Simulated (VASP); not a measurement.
Here is a VASP 6.6.1 calculation.

INCAR

```
SYSTEM = SiC
  PREC = Accurate
  ENCUT = 600
  EDIFF = 1E-6
  ISMEAR = 0
  SIGMA = 0.02
  LREAL = .False.
  LASPH = .True.
  NELM = 120
  ALGO = Normal
  ISIF = 2
  LWAVE = .False.
  LCHARG = .True.
  GGA = PS
  LELF = .True.
  LVHAR = .True.
  NBANDS = 11
  GGA_COMPAT = .False.
```

The input KPOINTS:

```
Automatic mesh
0
Gamma
  16 16 16
  0 0 0
```

The input POSCAR:

```
SiC
1.0
    0.0000000000      1.8927670880      1.8927670880
    1.8927670880      0.0000000000      1.8927670880
    1.8927670880      1.8927670880      0.0000000000
C Si
1 1
Direct
    0.0000000000      0.0000000000      0.0000000000
    0.5000000000      0.5000000000      0.5000000000
```

Potentials or basis: VASP PAW PBE potentials, release 64 (C, Si).

Run with:

```console
$ cat potpaw_PBE.64/C/POTCAR potpaw_PBE.64/Si/POTCAR > POTCAR
$ mpirun -np 1 vasp_std > vasp.out
```

(1) What does it give for the pressure?

(2) What does it give for the band gap on the k mesh?

Results:

(1) 75.7 GPa.

(2) 0.53 eV, indirect (least direct gap 5.71 eV).

Caveat: the PAW data sets were made with another functional, which shifts forces and pressure a little.
